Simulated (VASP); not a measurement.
# Y8H8C3 (a cell with a defect) in VASP: single point with LDA

Aim: the single point of Y8H8C3 (a cell with a defect) with LDA.

Program: VASP 6.6.1. These are calculated values, not measurements. Logs are shortened: lines on timing, memory, paths and dates and some standing lists are left out, and cuts for length are marked.

## (1) The cell of the first run

The cell holds a defect, 19 atoms: a = 7.385 Å, b = 7.385 Å, c = 6.058 Å, α = 90.00°, β = 90.00°, γ = 120.00°.

## (2) Single point, LDA

Input file INCAR:

```
  ALGO = Normal
  EDIFF = 1E-6
  ENCUT = 520
  GGA = CA
  ISIF = 2
  ISMEAR = 1
  LASPH = T
  LCHARG = F
  LREAL = Auto
  LWAVE = F
  NBANDS = 69
  NELM = 100
  PREC = Accurate
  SIGMA = 0.15
```

Input file KPOINTS:

```
k-points
0
Gamma
  2 2 2
```

Input file POSCAR:

```
Y8H8C3
1.0
    7.3850851100     -0.0000012400      0.0000000000
   -3.6925436400      6.3956706900      0.0000000000
    0.0000000000      0.0000000000      6.0579089400
H Y C
8 8 3
Direct
    0.1750024334      0.3373124292      0.6175380048
    0.3378287484      0.1744691797      0.3811552836
    0.1673473415      0.8334694617      0.6080581660
    0.3378319127      0.6630224764      0.3811595755
    0.6635733707      0.3372945430      0.6175437824
    0.8340497704      0.1668610043      0.3906308304
    0.6635604503      0.8258836452      0.6175601246
    0.8264068349      0.6630347668      0.3811612262
    0.1503042469      0.3249734527      0.2336012334
    0.3254917767      0.1497483923      0.7650829760
    0.1673582434      0.8335018274      0.2237347926
    0.3255003986      0.6753605076      0.7651070767
    0.6758850345      0.3249633915      0.2336035444
    0.8340355139      0.1668270751      0.7749725271
    0.6758981948      0.8505816046      0.2336321021
    0.8510884021      0.6753581078      0.7651026197
    0.0007074102      0.5001720939     -0.0006517100
    0.5007027778      0.0001694304     -0.0006330567
    0.0007049879      0.0001726169     -0.0006541861
```

Potentials or basis: VASP PAW LDA potentials, release 64 (H, Y_sv, C).

On the command line:

```
cat potpaw_LDA.64/H/POTCAR potpaw_LDA.64/Y_sv/POTCAR potpaw_LDA.64/C/POTCAR > POTCAR
mpirun -np 1 vasp_std > vasp.out
```

OUTCAR:

```text
EDIFF = 1E-6
   ENCUT = 520
   GGA = CA
   ISIF = 2
   ISMEAR = 1
   LASPH = T
   LREAL = Auto
   NELM = 100
   PREC = Accurate

 ion  position               nearest neighbor table
   1  0.175  0.337  0.618-   9 2.33  10 2.34  12 2.34  14 2.38
   2  0.338  0.174  0.381-  10 2.33   9 2.34  13 2.34  11 2.38
   3  0.167  0.833  0.608-  16 2.24  12 2.24  10 2.24  11 2.33
   4  0.338  0.663  0.381-  12 2.33   9 2.34  15 2.34  11 2.38
   5  0.664  0.337  0.618-  13 2.33  16 2.34  10 2.34  14 2.38
   6  0.834  0.167  0.391-   9 2.24  15 2.24  13 2.24  14 2.33
   7  0.664  0.826  0.618-  15 2.33  16 2.34  12 2.34  14 2.38
   8  0.826  0.663  0.381-  16 2.33  15 2.34  13 2.34  11 2.38
   9  0.150  0.325  0.234-   6 2.24   1 2.33   2 2.34   4 2.34  17 2.52  19 2.52  14 3.44  15 3.50
                            13 3.50  12 3.62  10 3.62  11 3.69  11 3.69  14 3.85  13 3.88  15 3.88
  10  0.325  0.150  0.765-   3 2.24   2 2.33   1 2.34   5 2.34  19 2.52  18 2.52  11 3.44  12 3.50
                            16 3.50  13 3.62   9 3.62  14 3.69  14 3.69  11 3.85  16 3.88  12 3.88
  11  0.167  0.834  0.224-   3 2.33   8 2.38   4 2.38   2 2.38  19 2.53  17 2.53  18 2.53  16 3.44
                            10 3.44  12 3.44  13 3.69   9 3.69  15 3.69  15 3.69   9 3.69  13 3.69
  12  0.326  0.675  0.765-   3 2.24   4 2.33   1 2.34   7 2.34  17 2.52  18 2.52  11 3.44  10 3.50
                            16 3.50   9 3.62  15 3.62  14 3.69  14 3.69  11 3.85  16 3.88  10 3.88
  13  0.676  0.325  0.234-   6 2.24   5 2.33   2 2.34   8 2.34  18 2.52  17 2.52  14 3.44  15 3.50
                             9 3.50  16 3.62  10 3.62  11 3.69  11 3.69  14 3.85   9 3.88  15 3.88
  14  0.834  0.167  0.775-   6 2.33   5 2.38   7 2.38   1 2.38  19 2.53  18 2.53  17 2.53   9 3.44
                            15 3.44  13 3.44  16 3.69  10 3.69  12 3.69  12 3.69  16 3.69  10 3.69
  15  0.676  0.851  0.234-   6 2.24   7 2.33   8 2.34   4 2.34  18 2.52  19 2.52  14 3.44  13 3.50
                             9 3.50  12 3.62  16 3.62  11 3.69  11 3.69  14 3.85   9 3.88  13 3.88
  16  0.851  0.675  0.765-   3 2.24   8 2.33   7 2.34   5 2.34  17 2.52  19 2.52  11 3.44  10 3.50
                            12 3.50  13 3.62  15 3.62  14 3.69  14 3.69  11 3.85  12 3.88  10 3.88
  17  0.001  0.500  0.999-  12 2.52   9 2.52  16 2.52  13 2.52  11 2.53  14 2.53
  18  0.501  0.000  0.999-  13 2.52  15 2.52  10 2.52  12 2.52  11 2.53  14 2.53
  19  0.001  0.000  0.999-  10 2.52   9 2.52  16 2.52  15 2.52  14 2.53  11 2.53

  LATTYP: Found a hexagonal cell.
 ALAT       =     7.3850851100
 C/A-ratio  =     0.8202896581

  Lattice vectors:

 A1 = (   7.3850851100,  -0.0000012400,   0.0000000000)
 A2 = (  -3.6925436400,   6.3956706900,   0.0000000000)
 A3 = (   0.0000000000,   0.0000000000,   6.0579089400)

Analysis of symmetry for initial positions (statically):
=====================================================================
 Subroutine PRICEL returns:
 Original cell was already a primitive cell.

 Routine SETGRP: Setting up the symmetry group for a
 hexagonal supercell.

 Subroutine GETGRP returns: Found  1 space group operations
 (whereof  1 operations were pure point group operations)
 out of a pool of 24 trial point group operations.

The static configuration has the point symmetry C_1 .

Analysis of symmetry for dynamics (positions and initial velocities):
=====================================================================
 Subroutine PRICEL returns:
 Original cell was already a primitive cell.

 Routine SETGRP: Setting up the symmetry group for a
 hexagonal supercell.

 Subroutine GETGRP returns: Found  1 space group operations
 (whereof  1 operations were pure point group operations)
 out of a pool of 24 trial point group operations.

The dynamic configuration has the point symmetry C_1 .

 Subroutine INISYM returns: Found  1 space group operations
 (whereof  1 operations are pure point group operations),
 and found     1 'primitive' translations

----------------------------------------------------------------------------------------

                                     Primitive cell

  volume of cell :     286.1306

  direct lattice vectors                    reciprocal lattice vectors
     7.385085110 -0.000001240  0.000000000     0.135408067  0.078177914  0.000000000
    -3.692543640  6.395670690  0.000000000     0.000000026  0.156355783  0.000000000
     0.000000000  0.000000000  6.057908940     0.000000000  0.000000000  0.165073462

  length of vectors
     7.385085110  7.385085112  6.057908940     0.156355783  0.156355783  0.165073462

  position of ions in fractional coordinates (direct lattice)
     0.175002433  0.337312429  0.617538005
     0.337828748  0.174469180  0.381155284
     0.167347341  0.833469462  0.608058166
     0.337831913  0.663022476  0.381159575
     0.663573371  0.337294543  0.617543782
     0.834049770  0.166861004  0.390630830
[... 11 lines left out ...]
     0.500702778  0.000169430  0.999366943
     0.000704988  0.000172617  0.999345814

  ion indices of the primitive-cell ions
   primitive index   ion index
                 1           1
                 2           2
                 3           3
                 4           4
                 5           5
                 6           6
[... 11 lines left out ...]
                18          18
                19          19

----------------------------------------------------------------------------------------

 KPOINTS: k-points

Automatic generation of k-mesh.
 Grid dimensions read from file:
 generate k-points for:    2    2    2

 Generating k-lattice:

  Cartesian coordinates                     Fractional coordinates (reciprocal lattice)
     0.067704033  0.039088957  0.000000000     0.500000000 -0.000000000  0.000000000
     0.000000013  0.078177891  0.000000000     0.000000000  0.500000000  0.000000000
     0.000000000  0.000000000  0.082536731     0.000000000  0.000000000  0.500000000

  Length of vectors
     0.078177891  0.078177891  0.082536731

  Shift w.r.t. Gamma in fractional coordinates (k-lattice)
     0.000000000  0.000000000  0.000000000

 Subroutine IBZKPT returns following result:
 ===========================================

 Found      8 irreducible k-points:

 Following reciprocal coordinates:
            Coordinates               Weight
  0.000000  0.000000  0.000000      1.000000
  0.500000  0.000000  0.000000      1.000000
 -0.000000  0.500000  0.000000      1.000000
  0.500000  0.500000  0.000000      1.000000
  0.000000  0.000000  0.500000      1.000000
  0.500000  0.000000  0.500000      1.000000
 -0.000000  0.500000  0.500000      1.000000
  0.500000  0.500000  0.500000      1.000000
   k-points           NKPTS =      8   k-points in BZ     NKDIM =      8   number of bands    NBANDS=     69
   number of dos      NEDOS =    301   number of ions     NIONS =     19
   total plane-waves  NPLWV = 150528
   dimension x,y,z NGX =    56 NGY =   56 NGZ =   48
   dimension x,y,z NGXF=   112 NGYF=  112 NGZF=   96
   ions per type =               8   8   3
   NGX,Y,Z   is equivalent  to a cutoff of  12.61, 12.61, 13.17 a.u.
   NGXF,Y,Z  is equivalent  to a cutoff of  25.21, 25.21, 26.35 a.u.
 SYSTEM =  unknown system
   PREC   = accura    normal or accurate (medium, high low for compatibility)
   ISTART =      0    job   : 0-new  1-cont  2-samecut
   ICHARG =      2    charge: 1-file 2-atom 10-const
   ISPIN  =      1    spin polarized calculation?
   LNONCOLLINEAR =      F non collinear calculations
   LSORBIT =      F    spin-orbit coupling
   LASPH  =      T    aspherical Exc in radial PAW
   ENCUT  =  520.0 eV  38.22 Ry    6.18 a.u.  13.73 13.73 11.26*2*pi/ulx,y,z
   NELM   =    100;   NELMIN=  2; NELMDL= -5     # of ELM steps
   EDIFF  = 0.1E-05   stopping-criterion for ELM
   LREAL  =      T    real-space projection
   EDIFFG = 0.1E-04   stopping-criterion for IOM
   NSW    =      0    number of steps for IOM
   IBRION =     -1    ionic relax: 0-MD 1-quasi-New 2-CG
   NFREE  =      0    steps in history (QN), initial steepest desc. (CG)
   ISIF   =      2    stress and relaxation
   ISYM   =      2    0-nonsym 1-usesym 2-fastsym
   POTIM  = 0.5000    time-step for ionic-motion
   TEBEG  =    0.0;   TEEND  =   0.0 temperature during run
   PSTRESS=    0.0 pullay stress
   NELECT =     108.0000    total number of electrons
   NUPDOWN=      -1.0000    fix difference up-down
   EMIN   =  10.00;   EMAX   =-10.00  energy-range for DOS
   EFERMI =   0.00;   METHOD = LEGACY
   ISMEAR =     1;   SIGMA  =   0.15  broadening in eV -4-tet -1-fermi 0-gaus
   EFERMI_NEDOS =   21; number of points for ismear=-14 and -15
   IALGO  =     38    algorithm
   IMIX   =      4    mixing-type and parameters
     AMIX     =   0.40;   BMIX     =  1.00
     AMIX_MAG =   1.60;   BMIX_MAG =  1.00
  volume/ion in A,a.u.               =      15.06       101.63
  Fermi-wavevector in a.u.,A,eV,Ry     =   1.183118  2.235768 19.044996  1.399768
  Thomas-Fermi vector in A             =   2.319359
   LORBIT       =      0    0 simple, 1 ext, 2 COOP (PROOUT), +10 PAW based schemes
   GGA     = CA    functional components
   LHFCALC =     F    Hartree Fock is set to
   AEXX    =    0.0000 exact exchange contribution
   IVDW    =     0    specifies the selected vdW correction
   LEPSILON=     F    determine dielectric tensor
   LRPA    =     F    only Hartree local field effects (RPA)
 non-spin polarized calculation
 Methfessel and Paxton  Order N= 1 SIGMA  =   0.15
  energy-cutoff  :      520.00
  volume of cell :      286.13
 maximum number of plane-waves:      7738
 NGX is ok and might be reduce to    56
   NGX = 27   NGY = 27   NGZ = 23

 number of electron     107.9999996 magnetization

 Free energy of the ion-electron system (eV)
  ---------------------------------------------------
  ext. energy  EPLUGINS =         0.00000000
  ---------------------------------------------------
  free energy    TOTEN  =      -125.02394462 eV

  energy without entropy =     -124.99416342  energy(sigma->0) =     -125.01401755

 E-fermi :   2.8728     XC(G=0): -10.1771

 val. band max:        2.8184727875   @ k =   0.0000   0.0000   0.5000
 cond. band min:       2.8885801028   @ k =   0.5000   0.5000   0.5000
 fundamental gap:      0.0701073153
 Fermi energy:         2.8728454843

 k-point     1 :       0.0000    0.0000    0.0000
  band No.  band energies     occupation
      1     -38.9759      2.00000
      2     -38.9437      2.00000
      3     -38.9348      2.00000
      4     -38.9347      2.00000
      5     -38.9204      2.00000
      6     -38.9204      2.00000
[... 58 lines left out ...]
     65       6.5446      0.00000
     66       6.5447      0.00000

 k-point     2 :       0.5000    0.0000    0.0000
  band No.  band energies     occupation
      1     -38.9597      2.00000
      2     -38.9564      2.00000
      3     -38.9376      2.00000
      4     -38.9349      2.00000
      5     -38.9206      2.00000
      6     -38.9203      2.00000
[... 58 lines left out ...]
     65       5.8222     -0.00000
     66       5.9423      0.00000

 k-point     3 :      -0.0000    0.5000    0.0000
  band No.  band energies     occupation
      1     -38.9597      2.00000
      2     -38.9564      2.00000
      3     -38.9376      2.00000
      4     -38.9349      2.00000
      5     -38.9207      2.00000
      6     -38.9203      2.00000
[... 334 lines left out ...]
     65       5.5902     -0.00000
     66       5.7517     -0.00000

 k-point     8 :       0.5000    0.5000    0.5000
  band No.  band energies     occupation
      1     -38.9554      2.00000
      2     -38.9525      2.00000
      3     -38.9369      2.00000
      4     -38.9307      2.00000
      5     -38.9283      2.00000
      6     -38.9244      2.00000
[... 58 lines left out ...]
     65       5.5903     -0.00000
     66       5.7518     -0.00000
 [bands above 66 left out]

------------------------ aborting loop because EDIFF is reached ----------------------------------------

  FORCE on cell =-STRESS in cart. coord.  units (eV):
  Direction    XX          YY          ZZ          XY          YZ          ZX
  --------------------------------------------------------------------------------------
  -------------------------------------------------------------------------------------
  Total      -12.3175636    -12.3191701    -13.7017006      0.0006232     -0.0013819      0.0029331
  in kB      -68.9717266    -68.9807222    -76.7221491      0.0034894     -0.0077380      0.0164240
  external PRESSURE =     -71.5581993 kB  Pullay stress =       0.0000000 kB

 VOLUME and BASIS-vectors are now :
 -----------------------------------------------------------------------------
  energy-cutoff  :      520.00
  volume of cell :      286.13
      direct lattice vectors                 reciprocal lattice vectors
     7.385085110 -0.000001240  0.000000000     0.135408067  0.078177914  0.000000000
    -3.692543640  6.395670690  0.000000000     0.000000026  0.156355783  0.000000000
     0.000000000  0.000000000  6.057908940     0.000000000  0.000000000  0.165073462

 POSITION                                       TOTAL-FORCE (eV/Angst)
 -----------------------------------------------------------------------------------
      0.04687      2.15734      3.74099        -0.004626     -0.002516      0.008206
      1.85066      1.11585      2.30900         0.000665     -0.005508     -0.009237
     -1.84175      5.33060      3.68356         0.000271      0.000412      0.010125
      0.04668      4.24047      2.30903        -0.004249      0.002915     -0.009081
      3.65507      2.15722      3.74102         0.004428     -0.002428      0.008020
      5.54339      1.06719      2.36641         0.000175     -0.000049     -0.010842
[... 11 lines left out ...]
      3.69711      0.00108      6.05407        -0.000751     -0.000566      0.002060
      0.00457      0.00110      6.05395        -0.000862     -0.001091      0.002960
 -----------------------------------------------------------------------------------
    total drift:                               -0.004110     -0.002766      0.010631

  FREE ENERGIE OF THE ION-ELECTRON SYSTEM (eV)
  ---------------------------------------------------
  free  energy   TOTEN  =      -125.0239446222 eV

  energy  without entropy=     -124.9941634205  energy(sigma->0) =     -125.01401755
```

Wall time 11 min (1 thread of AMD EPYC 7R43 (Zen 3), shared host); peak memory 0.31 GiB.

What came out:

- Free energy: -125.0239 eV
- Pressure: -7.2 GPa
- Largest force: 0.022 eV/Å
- Band gap on the k mesh: zero (bands 54 and 55 overlap by 0.50 eV)

Forces on the atoms (eV/Å):
```
H   -0.005 -0.003  0.008
H    0.001 -0.006 -0.009
H    0.000  0.000  0.010
H   -0.004  0.003 -0.009
H    0.004 -0.002  0.008
H    0.000  0.000 -0.011
H    0.000  0.005  0.008
H    0.005  0.003 -0.009
Y    0.008  0.004  0.019
Y    0.000  0.010 -0.019
Y    0.000  0.000  0.021
Y    0.008 -0.004 -0.020
Y   -0.008  0.004  0.018
Y    0.001  0.000 -0.021
Y    0.000 -0.009  0.018
Y   -0.008 -0.004 -0.020
C   -0.001 -0.001  0.003
C   -0.001 -0.001  0.002
C   -0.001 -0.001  0.003
```

Stress tensor (GPa, compression positive):
```
-6.90  0.00  0.00
 0.00 -6.90  0.00
 0.00  0.00 -7.67
```

Caveat: the k points lie up to 0.52 Å⁻¹ apart.

The gap in the log of VASP goes by the Fermi energy; the results here count the filled bands.